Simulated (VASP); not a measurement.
Hf: electric field gradients with PBEsol

Crystal: Hf.

```xyz
1
Lattice="-1.8288 1.8288 1.8288 1.8288 -1.8288 1.8288 1.8288 1.8288 -1.8288" Properties=species:S:1:pos:R:3 pbc="T T T"
Hf    0.0000    0.0000    0.0000
```

This cell differs from its parent crystal: volume scaled by 1.04.

```
Program                : VASP 6.6.1
Task                   : electric field gradients
Functional             : PBEsol
Potentials or basis    : VASP PAW PBE potentials, release 64 (Hf_pv)
Cutoff                 : 520 eV
k mesh                 : 16 × 16 × 16
Occupations            : fermi-dirac, width 0.08 eV
Spin                   : no spin polarisation
Dipole correction      : no
Further INCAR settings : ALGO = Normal; EDIFF = 1e-08; NBANDS = 11
```

```yaml
Pressure: -11.9 GPa
Band_gap_on_the_k_mesh: zero (band 5 reaches 5.27 eV, above the bottom of band 6 at 3.15 eV)
```

Levels at points of the mesh, in eV from the Fermi level:
| k point | band 2 | band 3 | band 4 | band 5 | band 6 | band 7 | band 8 | band 9 |
| --- | --- | --- | --- | --- | --- | --- | --- | --- |
| (0.00, 0.00, 0.00) | -30.14 | -30.14 | -6.75 | 1.42 | 1.42 | 1.42 | 3.96 | 3.96 |
| (0.50, 0.00, 0.00) | -30.34 | -30.14 | -3.13 | -0.38 | 0.79 | 3.74 | 4.66 | 6.83 |
| (0.50, 0.50, 0.50) | -30.57 | -30.57 | -2.21 | -2.21 | 6.11 | 6.11 | 6.11 | 6.55 |

Wall time 13 s on 1 thread of Intel(R) Xeon(R) 6975P-C (Granite Rapids) (shared host), peak memory 0.16 GiB.

Caveat: without QUAD_EFG the Cq values of the log hold for a quadrupole moment of 1 mb, not for the nuclei; the PAW data sets were made with another functional, which shifts forces and pressure a little; spin-orbit coupling is left out, which moves the levels of the heavy elements.
